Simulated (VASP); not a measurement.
# CoO (P-6m2) in VASP: a series of runs, part 2 of 2

VASP 6.6.1. The steps go on from the part before.

### 3 Single point, PBE, collinear spin, ferromagnetic start

This run uses another cell than the first one, of 9.26 Å³/atom.

INCAR

```
PREC = Accurate
ENCUT = 1340
EDIFF = 1E-6
ISMEAR = -1
SIGMA = 0.05
LREAL = False
LASPH = True
NELM = 200
ALGO = Normal
ISIF = 2
LWAVE = False
LCHARG = False
ISPIN = 2
MAGMOM = 2 0
LORBIT = 11
LMAXMIX = 4
GGA = PE
NBANDS = 22
GGA_COMPAT = False
```

KPOINTS

```
Automatic mesh
0
Gamma
  11 11 10
```

POSCAR

```
CoO
1.0
    2.7979910480      0.0000000000      0.0000000000
   -1.3989955191      2.4231313233      0.0000000000
    0.0000000000      0.0000000000      2.7307006334
Co O
1 1
Direct
    0.0000000000      0.0000000000      0.0000000000
    0.6666666667      0.3333333333      0.5000000000
```

Potentials or basis: VASP PAW PBE potentials, release 64 (Co_sv, O_h).

Run with:

```
> cat potpaw_PBE.64/Co_sv/POTCAR potpaw_PBE.64/O_h/POTCAR > POTCAR
> mpirun -np 1 vasp_std > vasp.out
```

OUTCAR:

```text
PREC = Accurate
   ENCUT = 1340
   EDIFF = 1E-6
   ISMEAR = -1
   LREAL = False
   LASPH = True
   NELM = 200
   ISIF = 2
   ISPIN = 2
   LORBIT = 11
   GGA = PE

 ion  position               nearest neighbor table
   1  0.000  0.000  0.000-
   2  0.667  0.333  0.500-

  LATTYP: Found a hexagonal cell.
 ALAT       =     2.7979910480
 C/A-ratio  =     0.9759504539

  Lattice vectors:

 A1 = (   2.7979910480,   0.0000000000,   0.0000000000)
 A2 = (  -1.3989955191,   2.4231313233,   0.0000000000)
 A3 = (   0.0000000000,   0.0000000000,   2.7307006334)

Analysis of symmetry for initial positions (statically):
=====================================================================
 Subroutine PRICEL returns:
 Original cell was already a primitive cell.

 Routine SETGRP: Setting up the symmetry group for a
 hexagonal supercell.

[... 794 lines left out ...]
  band No.  band energies     occupation
      1     -84.2347      1.00000
      2     -47.5611      1.00000
      3     -47.5257      1.00000
      4     -47.5257      1.00000
      5     -10.1314      1.00000
      6       6.2154      1.00000
[... 589 lines left out ...]
     21      38.4205      0.00000
     22      40.1009      0.00000

 [... further k-points ...]

------------------------ aborting loop because EDIFF is reached ----------------------------------------

  FORCE on cell =-STRESS in cart. coord.  units (eV):
  Direction    XX          YY          ZZ          XY          YZ          ZX
  --------------------------------------------------------------------------------------
  -------------------------------------------------------------------------------------
  Total        0.3440201      0.3440201      0.1676271      0.0000000      0.0000000     -0.0000000
  in kB       29.7712476     29.7712475     14.5063299      0.0000001      0.0000000     -0.0000000
  external PRESSURE =      24.6829417 kB  Pullay stress =       0.0000000 kB

 VOLUME and BASIS-vectors are now :
 -----------------------------------------------------------------------------
  energy-cutoff  :     1340.00
  volume of cell :       18.51
      direct lattice vectors                 reciprocal lattice vectors
     2.797991048  0.000000000  0.000000000     0.357399285  0.206344573  0.000000000
    -1.398995519  2.423131323  0.000000000     0.000000000  0.412689147  0.000000000
     0.000000000  0.000000000  2.730700633     0.000000000  0.000000000  0.366206382

 POSITION                                       TOTAL-FORCE (eV/Angst)
 -----------------------------------------------------------------------------------
      0.00000      0.00000      0.00000        -0.000000      0.000000      0.000000
      1.39900      0.80771      1.36535         0.000000     -0.000000      0.000000
 -----------------------------------------------------------------------------------
    total drift:                               -0.000000      0.000000      0.000000

  FREE ENERGIE OF THE ION-ELECTRON SYSTEM (eV)
  ---------------------------------------------------
  free  energy   TOTEN  =       -13.0255520526 eV

  energy  without entropy=      -12.9993065409  energy(sigma->0) =      -13.01242930

 total charge

# of ion       s       p       d       tot
------------------------------------------
    1        2.151   6.077   6.657  14.885
    2        1.046   2.295   0.000   3.342
--------------------------------------------------
tot          3.198   8.373   6.657  18.227

 magnetization (x)

# of ion       s       p       d       tot
------------------------------------------
    1        0.006   0.007   2.515   2.527
    2        0.026   0.284   0.000   0.309
--------------------------------------------------
tot          0.032   0.290   2.515   2.837
```

OSZICAR:

```text
N       E                     dE             d eps       ncg     rms          rms(c)
DAV:   1     0.401222754313E+03    0.40122E+03   -0.20558E+04  9768   0.427E+03
DAV:   2     0.137558891699E+02   -0.38747E+03   -0.36479E+03 12776   0.931E+02
DAV:   3    -0.154108706384E+02   -0.29167E+02   -0.28208E+02 11882   0.210E+02
DAV:   4    -0.158252850292E+02   -0.41441E+00   -0.41361E+00 11024   0.222E+01
DAV:   5    -0.158353058647E+02   -0.10021E-01   -0.10020E-01 10390   0.369E+00    0.181E+01
DAV:   6    -0.146787760566E+02    0.11565E+01   -0.20591E+01 15004   0.948E+01    0.314E+01
DAV:   7    -0.131407614238E+02    0.15380E+01   -0.10443E+01 11784   0.681E+01    0.916E+00
DAV:   8    -0.130348732550E+02    0.10589E+00   -0.56665E-01 13424   0.110E+01    0.505E+00
DAV:   9    -0.130692557735E+02   -0.34383E-01   -0.21677E-01 15756   0.751E+00    0.333E+00
DAV:  10    -0.130257504874E+02    0.43505E-01   -0.96085E-02 13866   0.679E+00    0.777E-01
DAV:  11    -0.130257592082E+02   -0.87207E-05   -0.13648E-02 13836   0.161E+00    0.299E-01
DAV:  12    -0.130258417487E+02   -0.82541E-04   -0.18843E-03 12902   0.668E-01    0.264E-01
DAV:  13    -0.130255787612E+02    0.26299E-03   -0.12618E-03 14030   0.680E-01    0.880E-02
DAV:  14    -0.130255560088E+02    0.22752E-04   -0.15200E-04 11610   0.142E-01    0.386E-02
DAV:  15    -0.130255529862E+02    0.30226E-05   -0.46372E-05 14928   0.104E-01    0.191E-02
DAV:  16    -0.130255520526E+02    0.93363E-06   -0.63043E-06 12070   0.386E-02
   1 F= -.13025552E+02 E0= -.13012429E+02  d E =-.262455E-01  mag=     2.9997
```

stdout:

```text
POSCAR found type information on POSCAR CoO
 POSCAR found :  2 types and       2 ions
 scaLAPACK will be used
 LDA part: xc-table for (Slater+PW92), standard interpolation
 POSCAR, INCAR and KPOINTS ok, starting setup
 FFT: planning ... GRIDC
 FFT: planning ... GRID_SOFT
 FFT: planning ... GRID
 WAVECAR not read
 entering main loop
```

It took 7.7 min on 1 thread of AMD EPYC 7R43 (Zen 3), shared host; peak memory 0.37 GiB.

Results:

```yaml
Free_energy: -13.0256 eV
Pressure: 2.5 GPa
Band_gap_on_the_k_mesh: zero (filled and empty bands overlap)
Net_moment: 3.00 μB per cell
Site_moments: Co +2.53; O +0.31 μB
Valence_electrons_inside_the_program's_atomic_spheres: Co 14.88; O 3.34
```

Stress tensor (GPa, compression positive):
```
2.98 0.00 0.00
0.00 2.98 0.00
0.00 0.00 1.45
```

Levels at points of the mesh, in eV from the Fermi level:
Spin up:
| k point | band 11 | band 12 | band 13 | band 14 | band 15 | band 16 |
| --- | --- | --- | --- | --- | --- | --- |
| (0.00, 0.00, 0.00) | -2.95 | -1.04 | -1.04 | 0.73 | 14.56 | 16.43 |
| (0.00, 0.00, 0.50) | -2.28 | -1.27 | -1.27 | 6.82 | 7.05 | 21.72 |
Spin down:
| k point | band 6 | band 7 | band 8 | band 9 | band 10 | band 11 | band 12 | band 13 | band 14 | band 15 |
| --- | --- | --- | --- | --- | --- | --- | --- | --- | --- | --- |
| (0.00, 0.00, 0.00) | -3.73 | -3.73 | -3.22 | -2.78 | 0.27 | 0.27 | 0.79 | 0.79 | 1.35 | 14.99 |
| (0.00, 0.00, 0.50) | -8.52 | -3.07 | -3.07 | -1.04 | -1.04 | -0.19 | 0.97 | 0.97 | 7.50 | 7.51 |

Caveat: a cell with one magnetic atom can't hold antiferromagnetic order, which such compounds often take; semilocal functionals often make such compounds metallic where correlation or magnetic order opens a gap, which also shifts bond lengths. With open d or f shells a metallic result of PBE can be an artefact of self-interaction; +U or a hybrid may open a gap.

### 4 Single point, PBE, collinear spin, ferromagnetic start

This run uses another cell than the first one, of 9.26 Å³/atom.

INCAR

```
SYSTEM = CoO
ALGO     = Normal         ! electronic algorithm
EDIFF    = 1E-6           ! SCF threshold, eV
ENCUT    = 1340           ! plane-wave cutoff, eV
GGA      = PE             ! functional
GGA_COMPAT= .FALSE.      
ISIF     = 2              ! what is computed and relaxed
ISMEAR   = -1             ! smearing method
ISPIN    = 2              ! spin polarisation
LASPH    = .TRUE.         ! aspherical terms in the spheres
LCHARG   = .TRUE.         ! write CHGCAR
LELF     = .TRUE.         ! ELF
LMAXMIX  = 4              ! l up to which the mixer works
LORBIT   = 11             ! projections on sites
LREAL    = .FALSE.        ! projectors in reciprocal space
LVHAR    = .TRUE.       
LWAVE    = .FALSE.        ! write WAVECAR
MAGMOM   = 2 0            ! initial moments
NBANDS   = 22             ! bands
NELM     = 200            ! most SCF steps
PREC     = Accurate       ! precision mode
SIGMA    = 0.05           ! smearing width, eV
```

KPOINTS

```
k-points
0
G
  11 11 10
  0 0 0
```

POSCAR is that of step 3.

Run with:

```
> cat potpaw_PBE.64/Co_sv/POTCAR potpaw_PBE.64/O_h/POTCAR > POTCAR
> mpirun -np 1 vasp_std > vasp.out
```

Wall time 10 min (1 thread of AMD EPYC 7R43 (Zen 3), shared host); peak memory 0.37 GiB.

Results (log left out):

```
Free energy                                           : -13.0256 eV
Pressure                                              : 2.5 GPa
Band gap on the k mesh                                : zero (filled and empty bands overlap)
Net moment                                            : 3.00 μB per cell
Site moments                                          : Co +2.53; O +0.31 μB
Valence electrons inside the program's atomic spheres : Co 14.88; O 3.34
```

Stress tensor (GPa, compression positive):
```
2.98 0.00 0.00
0.00 2.98 0.00
0.00 0.00 1.45
```

Levels at points of the mesh, in eV from the Fermi level:
Spin up:
| k point | band 9 | band 10 | band 11 | band 12 | band 13 | band 14 | band 15 | band 16 | band 17 | band 18 |
| --- | --- | --- | --- | --- | --- | --- | --- | --- | --- | --- |
| (0.00, 0.00, 0.00) | -3.88 | -2.95 | -2.95 | -1.04 | -1.04 | 0.73 | 14.56 | 16.43 | 16.43 | 18.65 |
| (0.00, 0.00, 0.50) | -3.34 | -3.34 | -2.28 | -1.27 | -1.27 | 6.82 | 7.05 | 21.72 | 21.72 | 21.73 |
Spin down:
```tsv
k point	band 6	band 7	band 8	band 9	band 10	band 11	band 12	band 13	band 14	band 15
(0.00, 0.00, 0.00)	-3.73	-3.73	-3.22	-2.78	0.27	0.27	0.79	0.79	1.35	14.99
(0.00, 0.00, 0.50)	-8.52	-3.07	-3.07	-1.04	-1.04	-0.19	0.97	0.97	7.50	7.51
```

Caveat: a cell with one magnetic atom can't hold antiferromagnetic order, which such compounds often take; semilocal functionals often make such compounds metallic where correlation or magnetic order opens a gap, which also shifts bond lengths. With open d or f shells a metallic result of PBE can be an artefact of self-interaction; +U or a hybrid may open a gap.

### 5 Single point, PBE+D4, collinear spin, ferromagnetic start

This run uses another cell than the first one, of 9.26 Å³/atom.

INCAR

```
  PREC = Accurate
  ENCUT = 700
  EDIFF = 1E-6
  ISMEAR = -1
  SIGMA = 0.05
  LREAL = F
  LASPH = T
  NELM = 200
  ALGO = Normal
  ISIF = 2
  LWAVE = F
  LCHARG = F
  ISPIN = 2
  MAGMOM = 2 0
  LORBIT = 11
  LMAXMIX = 4
  GGA = PE
  IVDW = 13
  NBANDS = 22
  GGA_COMPAT = F
```

KPOINTS

```
regular mesh
0
Gamma
  11 11 10
```

POSCAR

```
CoO
1.0
    2.8058109888     -0.0000000028      0.0000000000
   -1.4029054919      2.4299035959      0.0000000000
    0.0000000000      0.0000000000      2.7154531179
Co O
1 1
Direct
    0.0000000000      0.0000000000      0.0000000000
    0.6666666667      0.3333333333      0.5000000000
```

Potentials or basis: VASP PAW PBE potentials, release 64 (Co_sv, O).

Run with:

```
> cat potpaw_PBE.64/Co_sv/POTCAR potpaw_PBE.64/O/POTCAR > POTCAR
> mpirun -np 1 vasp_std > vasp.out
```

OUTCAR:

```text
PREC = Accurate
   ENCUT = 700
   EDIFF = 1E-6
   ISMEAR = -1
   LREAL = F
   LASPH = T
   NELM = 200
   ISIF = 2
   ISPIN = 2
   LORBIT = 11
   GGA = PE
   IVDW = 13

 ion  position               nearest neighbor table
   1  0.000  0.000  0.000-   2 2.11   2 2.11   2 2.11   2 2.11   2 2.11   2 2.11
   2  0.667  0.333  0.500-   1 2.11   1 2.11   1 2.11   1 2.11   1 2.11   1 2.11

  LATTYP: Found a hexagonal cell.
 ALAT       =     2.8058109888
 C/A-ratio  =     0.9677961661

[... 1419 lines left out ...]
  in kB     -11.73829   -11.73829   -12.05568    -0.00000     0.00000    -0.00000
  external pressure =      -11.84 kB  Pullay stress =        0.00 kB

 VOLUME and BASIS-vectors are now :
 -----------------------------------------------------------------------------
  energy-cutoff  :      700.00
  volume of cell :       18.51
      direct lattice vectors                 reciprocal lattice vectors
     2.805810989 -0.000000003  0.000000000     0.356403195  0.205769480  0.000000000
    -1.402905492  2.429903596  0.000000000     0.000000000  0.411538961  0.000000000
     0.000000000  0.000000000  2.715453118     0.000000000  0.000000000  0.368262664

 POSITION                                       TOTAL-FORCE (eV/Angst)
 -----------------------------------------------------------------------------------
      0.00000      0.00000      0.00000         0.000000      0.000000      0.000000
      1.40291      0.80997      1.35773        -0.000000     -0.000000      0.000000
 -----------------------------------------------------------------------------------
    total drift:                                0.000000     -0.000000      0.000000

  FREE ENERGIE OF THE ION-ELECTRON SYSTEM (eV)
  ---------------------------------------------------
  free  energy   TOTEN  =       -13.5761034071 eV

  energy  without entropy=      -13.5498713117  energy(sigma->0) =      -13.56298736

 total charge

# of ion       s       p       d       tot
------------------------------------------
    1        2.151   6.077   6.658  14.886
    2        1.559   3.418   0.000   4.977
--------------------------------------------------
tot          3.710   9.496   6.658  19.864

 magnetization (x)

# of ion       s       p       d       tot
------------------------------------------
    1        0.006   0.007   2.514   2.527
    2        0.027   0.375   0.000   0.402
--------------------------------------------------
tot          0.033   0.382   2.514   2.929
```

OSZICAR:

```text
N       E                     dE             d eps       ncg     rms          rms(c)
DAV:   1     0.267085122371E+03    0.26709E+03   -0.14725E+04 10948   0.295E+03
DAV:   2    -0.378379134708E+01   -0.27087E+03   -0.25725E+03 12648   0.736E+02
DAV:   3    -0.157122960433E+02   -0.11929E+02   -0.11776E+02 11752   0.128E+02
DAV:   4    -0.158297655908E+02   -0.11747E+00   -0.11743E+00 10176   0.111E+01
DAV:   5    -0.158338018011E+02   -0.40362E-02   -0.40361E-02 11898   0.229E+00    0.180E+01
DAV:   6    -0.146664057161E+02    0.11674E+01   -0.20665E+01 13892   0.933E+01    0.314E+01
DAV:   7    -0.131342175260E+02    0.15322E+01   -0.10339E+01 11618   0.673E+01    0.913E+00
DAV:   8    -0.130315114198E+02    0.10271E+00   -0.46095E-01 13306   0.102E+01    0.509E+00
DAV:   9    -0.130627058284E+02   -0.31194E-01   -0.20888E-01 15300   0.734E+00    0.322E+00
DAV:  10    -0.130217990455E+02    0.40907E-01   -0.91623E-02 13812   0.669E+00    0.688E-01
DAV:  11    -0.130222740320E+02   -0.47499E-03   -0.10966E-02 12894   0.140E+00    0.267E-01
DAV:  12    -0.130222789249E+02   -0.48930E-05   -0.14490E-03 12854   0.592E-01    0.216E-01
DAV:  13    -0.130221280559E+02    0.15087E-03   -0.89533E-04 13964   0.557E-01    0.746E-02
DAV:  14    -0.130221123716E+02    0.15684E-04   -0.93696E-05 11300   0.111E-01    0.345E-02
DAV:  15    -0.130221104033E+02    0.19684E-05   -0.41985E-05 13992   0.915E-02    0.167E-02
DAV:  16    -0.130221095348E+02    0.86852E-06   -0.42475E-06 11498   0.359E-02
   1 F= -.13576103E+02 E0= -.13562987E+02  d E =-.262321E-01  mag=     2.9997
```

stdout:

```text
POSCAR found type information on POSCAR CoO
 POSCAR found :  2 types and       2 ions
 scaLAPACK will be used
 LDA part: xc-table for (Slater+PW92), standard interpolation
 POSCAR, INCAR and KPOINTS ok, starting setup
 FFT: planning ... GRIDC
 FFT: planning ... GRID_SOFT
 FFT: planning ... GRID
 WAVECAR not read
 entering main loop
```

Run time: 75 s. Hardware: 1 thread of Intel Xeon Platinum 8559C (Emerald Rapids), shared host; peak memory 0.21 GiB.

What came out:

- Free energy: -13.5761 eV
- Pressure: -1.2 GPa
- Band gap on the k mesh: zero (filled and empty bands overlap)
- Net moment: 3.00 μB per cell
- Site moments: Co +2.53; O +0.40 μB
- Valence electrons inside the program's atomic spheres: Co 14.89; O 4.98
- Dispersion energy per atom: -0.277 eV

Levels at points of the mesh, in eV from the Fermi level:
Spin up:
| k point | band 9 | band 10 | band 11 | band 12 | band 13 | band 14 | band 15 | band 16 | band 17 | band 18 |
| --- | --- | --- | --- | --- | --- | --- | --- | --- | --- | --- |
| (0.00, 0.00, 0.00) | -3.84 | -2.95 | -2.95 | -1.04 | -1.04 | 0.72 | 14.62 | 16.28 | 16.28 | 18.80 |
| (0.00, 0.00, 0.50) | -3.34 | -3.34 | -2.24 | -1.29 | -1.29 | 6.86 | 6.98 | 21.63 | 21.63 | 21.65 |
Spin down:
```
           k point  band 7  band 8  band 9  band 10  band 11  band 12  band 13  band 14
(0.00, 0.00, 0.00)   -3.79   -3.17   -2.77     0.27     0.27     0.81     0.81     1.33
(0.00, 0.00, 0.50)   -3.13   -3.13   -1.04    -1.04    -0.15     0.95     0.95     7.44
```

Caveat: a cell with one magnetic atom can't hold antiferromagnetic order, which such compounds often take; semilocal functionals often make such compounds metallic where correlation or magnetic order opens a gap, which also shifts bond lengths. With open d or f shells a metallic result of PBE can be an artefact of self-interaction; +U or a hybrid may open a gap.

### 6 Summary

```tsv
level	potentials or basis	spin	cell	cutoff (eV)	gap on the mesh (eV)	pressure (GPa)	moment (μB)
PBE	VASP PAW PBE potentials, release 64 (Co_sv, O)	off	a = 2.856, b = 2.856, c = 2.788 Å, angles 90.0, 90.0, 120.0°, 2 atoms	700	none	-20.0	-
PBE	VASP PAW PBE potentials, release 64 (Co_sv, O_h)	collinear, ferromagnetic start	a = 2.798, b = 2.798, c = 2.731 Å, angles 90.0, 90.0, 120.0°, 2 atoms	1340	none	2.5	3.00
PBE+D4	VASP PAW PBE potentials, release 64 (Co_sv, O)	collinear, ferromagnetic start	a = 2.806, b = 2.806, c = 2.715 Å, angles 90.0, 90.0, 120.0°, 2 atoms	700	none	-1.2	3.00
```

Alike in all rows: task single point; k mesh 11 × 11 × 10; smearing fermi-dirac 0.05 eV.

Caveats: semilocal functionals often make such compounds metallic where correlation or magnetic order opens a gap, which also shifts bond lengths; a cell with one magnetic atom can't hold antiferromagnetic order, which such compounds often take (at least some runs); the stress differs along the axes, from -24 to -18 GPa (at least some runs); an odd number of electrons without spin polarisation forces a metal (at least some runs); a magnetic or distorted state may lie lower (at least some runs).

Total energies depend on the potentials used, so only differences within one code and one set of settings carry meaning.
